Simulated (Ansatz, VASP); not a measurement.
## Cd3Se in VASP and in Ansatz

INCAR

```
SYSTEM = Cd3Se
ALGO     = Normal         ! electronic algorithm
EDIFF    = 1E-7           ! SCF threshold, eV
ENCUT    = 520            ! plane-wave cutoff, eV
GGA      = CA             ! functional
ISIF     = 2              ! what is computed and relaxed
ISMEAR   = -1             ! smearing method
LASPH    = .TRUE.         ! aspherical terms in the spheres
LCHARG   = .FALSE.        ! write CHGCAR
LREAL    = .FALSE.        ! projectors in reciprocal space
LWAVE    = .FALSE.        ! write WAVECAR
NBANDS   = 29             ! bands
NELM     = 80             ! most SCF steps
PREC     = Accurate       ! precision mode
SIGMA    = 0.05           ! smearing width, eV
```

KPOINTS

```
k-points
0
G
  9 9 9
  0 0 0
```

POSCAR

```
Cd3Se
1.0
   -2.0678107247      2.0678107247      6.1671823438
    2.0678107247     -2.0678107247      6.1671823438
    2.0678107247      2.0678107247     -6.1671823438
Cd Se
3 1
Direct
    0.5000000000      0.5000000000      0.0000000000
    0.2500000000      0.7500000000      0.5000000000
    0.7500000000      0.2500000000      0.5000000000
    0.0000000000      0.0000000000      0.0000000000
```

The input input.yaml:

```yaml
crystal:
  lattice:
    - [-2.0678107247, 2.0678107247, 6.1671823438]
    - [2.0678107247, -2.0678107247, 6.1671823438]
    - [2.0678107247, 2.0678107247, -6.1671823438]
  atoms:
    - { symbol: Cd, position: [0.5, 0.5, 0.0] }
    - { symbol: Cd, position: [0.25, 0.75, 0.5] }
    - { symbol: Cd, position: [0.75, 0.25, 0.5] }
    - { symbol: Se, position: [0.0, 0.0, 0.0] }
hamiltonian:
  xc: lda
  pseudopotentials: { kind: paw }
kpoints:
  mp_grid: { grid: [9, 9, 9] }
scf:
  occupations: { method: fermi_dirac, width: 0.05 }
output:
  forces: true
  stress: true
  eigenvalues: true
```

Alike in both runs: task single point; functional LDA; k mesh 9 × 9 × 9; occupations fermi-dirac, width 0.05 eV; no spin polarisation.

```csv
,VASP,Ansatz
version,VASP 6.6.1,Ansatz 0.2.0
potentials or method,"VASP PAW LDA potentials, release 64 (Cd, Se)",Ansatz PAW
plane-wave cutoff (eV),520,420
valence electrons in the cell,42,76
```

|  | VASP | Ansatz | Ansatz less VASP |
| --- | --- | --- | --- |
| gap on the k mesh at the Fermi level (eV) | none | none | - |
| pressure (GPa) | -6.3 | -6.6 | -0.23 |
| traceless stress, the component that is largest in VASP (GPa) | 2.86 | 3.03 | +0.167 |

LDA's correlation is that of Perdew and Zunger in VASP and of Perdew and Wang (1992) in Ansatz. A gap of «none» marks a metal or a gap that the smearing closes. VASP's potentials hold 42 valence electrons a cell and Ansatz's 76, so a difference there can come from the potentials and not from the codes.
